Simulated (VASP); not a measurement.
# Ga2SeS2 (P-3m1) in VASP: further runs, part 2 of 2

VASP 6.6.1. The steps go on from the part before.

## Step 5: Relaxation of cell and atoms, PBE

This run uses another cell than the first one, of 23.25 Å³/atom, 1.042 times its volume.

Input file INCAR:

```
SYSTEM = Ga2SeS2
PREC = Accurate ; ENCUT = 600
EDIFF = 1E-7 ; ISMEAR = 0
SIGMA = 0.1 ; LREAL = .False.
LASPH = .True. ; NELM = 100
ALGO = Normal ; ISIF = 3
LWAVE = .False. ; LCHARG = .False.
GGA = PE ; IBRION = 2
NSW = 90 ; EDIFFG = -0.04
```

Input file KPOINTS:

```
Automatic mesh
0
Gamma
  6 6 4
  0 0 0
```

Input file POSCAR:

```
Ga2SeS2
1.0
    4.2993265300      0.0000000000      0.0000000000
   -2.1496632700      3.7233260000      0.0000000000
    0.0000000000      0.0000000000      7.2620157400
Ga Se S
2 1 2
Direct
    0.3333333300      0.6666666700      0.2604887500
    0.6666666700      0.3333333300      0.7395112500
    0.0000000000      0.0000000000      0.0000000000
    0.3333333300      0.6666666700      0.6304665200
    0.6666666700      0.3333333300      0.3695334800
```

Run with:

```sh
cat potpaw_PBE.64/Ga_d/POTCAR potpaw_PBE.64/Se/POTCAR potpaw_PBE.64/S/POTCAR > POTCAR
mpirun -np 1 vasp_std > vasp.out
```

Wall time 20 min (1 thread of Intel Xeon 6975P-C (Granite Rapids), shared host); peak memory 0.35 GiB.

Results (log left out):

- Free energy: -19.9358 eV
- Relaxed volume: 21.81 Å³/atom
- Relaxed cell: a = 3.614 Å, b = 3.614 Å, c = 9.640 Å, α = 90.00°, β = 90.00°, γ = 120.00°
- Space group after relaxing (to 0.05 Å): P-3m1 (No. 164)
- Energy gained by relaxing: 462.3 meV/atom
- Ionic steps: 34
- Pressure after relaxing: 0.1 GPa
- Largest force after relaxing: 0.017 eV/Å
- Band gap on the k mesh: zero (band 22 reaches 3.56 eV, above the bottom of band 23 at 3.33 eV)

Forces in eV/Å, atoms in the order of the input:
```
Ga   0.000  0.000 -0.017
Ga   0.000  0.000  0.017
Se   0.000  0.000  0.000
S    0.000  0.000  0.015
S    0.000  0.000 -0.015
```

Stress tensor (GPa, compression positive):
```
 0.18  0.00  0.00
 0.00  0.18  0.00
 0.00  0.00 -0.01
```

The path:
```
step  energy change (eV)  largest force (eV/Å)  pressure (GPa)  volume (Å³)
   1              0.0000                0.5006           -6.75       116.25
   2             -0.5841                0.8474            0.12       100.45
   3             -0.6044                1.0265            2.10        97.76
   4             -0.9839                1.4298            3.31        95.77
   5             -1.4764                2.0473           13.90        88.09
   6             -1.5482                1.9104           10.58        89.92
   7             -1.7267                1.6733            8.94        91.20
   8             -2.0117                0.7441            4.78        94.88
   9             -2.0211                0.5049            3.95        95.71
  10             -2.0772                0.4576            2.81        96.84
  11             -2.1537                0.4220           -0.20       100.22
  12             -2.1543                0.4257           -0.43       100.51
  13             -2.1643                0.3782           -0.22       100.32
  14             -2.1868                0.2976            0.45        99.77
  15             -2.1984                0.2658            1.91        98.67
  16             -2.2062                0.2241            1.70        99.04
  17             -2.2245                0.1024            1.13       100.15
  18             -2.2394                0.1265            0.03       102.40
  19             -2.2527                0.1197            0.07       102.67
  20             -2.2811                0.1175            0.17       103.46
  21             -2.2798                0.1522            0.61       104.87
  22             -2.2904                0.1285            0.36       104.17
  23             -2.2936                0.1276            0.00       105.04
  24             -2.2950                0.1252           -0.65       106.73
  25             -2.2953                0.1255           -0.51       106.30
  26             -2.2975                0.1098           -0.37       106.39
  27             -2.3004                0.1864           -0.01       106.64
  28             -2.3030                0.1310            0.02       106.71
  29             -2.3063                0.0221            0.12       106.85
  30             -2.3067                0.0445            0.16       106.91
  31             -2.3078                0.0614            0.06       107.35
  32             -2.3096                0.1106           -0.26       108.68
  33             -2.3104                0.0867           -0.16       108.77
  34             -2.3117                0.0168            0.11       109.05
```

Final structure:
```
Ga Se S
1.0
     3.61410    0.00000    0.00000
    -1.80705    3.12990    0.00000
     0.00000    0.00000    9.64036
Ga Se S
2 1 2
Direct
  0.33333 0.66667 0.19318
  0.66667 0.33333 0.80682
  0.00000 0.00000 0.00000
  0.33333 0.66667 0.68976
  0.66667 0.33333 0.31024
```

Levels at points of the mesh, in eV from the Fermi level:
```tsv
k point	band 18	band 19	band 20	band 21	band 22	band 23	band 24	band 25	band 26
(0.00, 0.00, 0.00)	-1.07	-1.07	-0.73	0.04	0.04	1.32	2.91	3.79	4.99
(0.50, 0.00, 0.00)	-2.66	-2.58	-2.29	-1.13	-0.58	-0.20	2.34	3.75	5.40
(0.00, 0.00, 0.50)	-1.10	-1.08	-1.08	0.04	0.04	1.97	2.77	3.73	4.96
(0.50, 0.00, 0.50)	-2.78	-2.67	-2.34	-0.82	-0.55	0.04	2.10	3.61	5.37
```

Caveat: this functional lacks dispersion, which binds the layers, so the pressure and a relaxed spacing across them are unreliable.

## Step 6: Relaxation of cell and atoms, PBE

Input file INCAR:

```
PREC = Accurate
ENCUT = 600
EDIFF = 1E-6
ISMEAR = 0
SIGMA = 0.1
LREAL = False
LASPH = True
NELM = 80
ALGO = Normal
ISIF = 3
LWAVE = False
LCHARG = False
GGA = PE
IBRION = 2
NSW = 100
EDIFFG = -0.01
```

Input file KPOINTS:

```
Automatic mesh
0
Gamma
  12 12 4
```

Input file POSCAR:

```
Ga2SeS2
1.0
    3.6211163320      0.0000000000      0.0000000000
   -1.8105581660      3.1359787336      0.0000000000
    0.0000000000      0.0000000000      9.8265970726
Ga Se S
2 1 2
Direct
    0.3333333333      0.6666666667      0.1882438130
    0.6666666667      0.3333333333      0.8117561870
    0.0000000000      0.0000000000      0.0000000000
    0.3333333333      0.6666666667      0.6967673500
    0.6666666667      0.3333333333      0.3032326500
```

Potentials or basis: VASP PAW PBE potentials, release 64 (Ga_d, Se, S).

Run with:

```sh
cat potpaw_PBE.64/Ga_d/POTCAR potpaw_PBE.64/Se/POTCAR potpaw_PBE.64/S/POTCAR > POTCAR
mpirun -np 1 vasp_std > vasp.out
```

Wall time 5.7 min (1 thread of Intel Xeon 6975P-C (Granite Rapids), shared host); peak memory 0.42 GiB.

It converged, with:

* Free energy: -19.9691 eV
* Relaxed volume: 22.28 Å³/atom
* Relaxed cell: a = 3.622 Å, b = 3.622 Å, c = 9.807 Å, α = 90.00°, β = 90.00°, γ = 120.00°
* Space group after relaxing (to 0.05 Å): P-3m1 (No. 164)
* Energy gained by relaxing: 0.1 meV/atom
* Ionic steps: 5
* Pressure after relaxing: 0.0 GPa
* Largest force after relaxing: 0.009 eV/Å
* Band gap on the k mesh: zero (band 22 reaches 3.34 eV, above the bottom of band 23 at 3.15 eV)

Forces on the atoms (eV/Å):
```
Ga   0.000  0.000 -0.007
Ga   0.000  0.000  0.007
Se   0.000  0.000  0.000
S    0.000  0.000  0.009
S    0.000  0.000 -0.009
```

Step by step:
```
step  energy change (eV)  largest force (eV/Å)  pressure (GPa)  volume (Å³)
   1              0.0000                0.0322           -0.11       111.59
   2             -0.0002                0.0223            0.05       111.34
   3             -0.0002                0.0216            0.05       111.34
   4             -0.0003                0.0116            0.00       111.38
   5             -0.0003                0.0087            0.01       111.40
```

Final structure:
```
CELL_PARAMETERS angstrom
3.62161 0.00000 0.00000
-1.81081 3.13641 0.00000
0.00000 0.00000 9.80720
ATOMIC_POSITIONS crystal
Ga 0.33333 0.66667 0.18800
Ga 0.66667 0.33333 0.81200
Se 0.00000 0.00000 0.00000
S 0.33333 0.66667 0.69700
S 0.66667 0.33333 0.30300
```

Levels at points of the mesh, in eV from the Fermi level:
| k point | band 20 | band 21 | band 22 | band 23 | band 24 | band 25 |
| --- | --- | --- | --- | --- | --- | --- |
| (0.00, 0.00, 0.00) | -0.78 | 0.00 | 0.00 | 1.33 | 2.85 | 3.73 |
| (0.50, 0.00, 0.00) | -2.32 | -1.08 | -0.58 | -0.19 | 2.31 | 3.74 |
| (0.00, 0.00, 0.50) | -1.12 | 0.00 | 0.00 | 1.88 | 2.74 | 3.69 |
| (0.50, 0.00, 0.50) | -2.36 | -0.84 | -0.56 | -0.01 | 2.13 | 3.63 |

Caveat: this functional lacks dispersion, which binds the layers, so the pressure and a relaxed spacing across them are unreliable.

## Step 7: Summary

```tsv
task	cell	k mesh	cutoff (eV)	gap on the mesh (eV)	pressure (GPa)	relaxed volume (Å³/atom)	largest force (eV/Å)
single point	a = 3.621, b = 3.621, c = 9.827 Å, angles 90.0, 90.0, 120.0°, 5 atoms	6 × 6 × 4	520	none	0.0	-	0.05
single point	a = 4.299, b = 4.299, c = 7.262 Å, angles 90.0, 90.0, 120.0°, 5 atoms	6 × 6 × 4	520	none	-6.8	-	0.50
single point	a = 3.621, b = 3.621, c = 10.194 Å, angles 90.0, 90.0, 120.0°, 5 atoms	12 × 12 × 4	520	none	0.0	-	0.01
relaxation of cell and atoms	relaxed from a = 4.299, b = 4.299, c = 7.262 Å, angles 90.0, 90.0, 120.0°, 5 atoms	6 × 6 × 4	600	none	0.1	21.81	0.02
relaxation of cell and atoms	relaxed from a = 3.621, b = 3.621, c = 9.827 Å, angles 90.0, 90.0, 120.0°, 5 atoms	12 × 12 × 4	600	none	0.0	22.28	0.01
```

Alike in all rows: level PBE; potentials or basis VASP PAW PBE potentials, release 64 (Ga_d, Se, S); no spin polarisation; smearing gaussian 0.1 eV.

Caveats: this functional lacks dispersion, which binds the layers, so the pressure and a relaxed spacing across them are unreliable (some runs).

Total energies depend on the potentials used, so only differences within one code and one set of settings carry meaning.
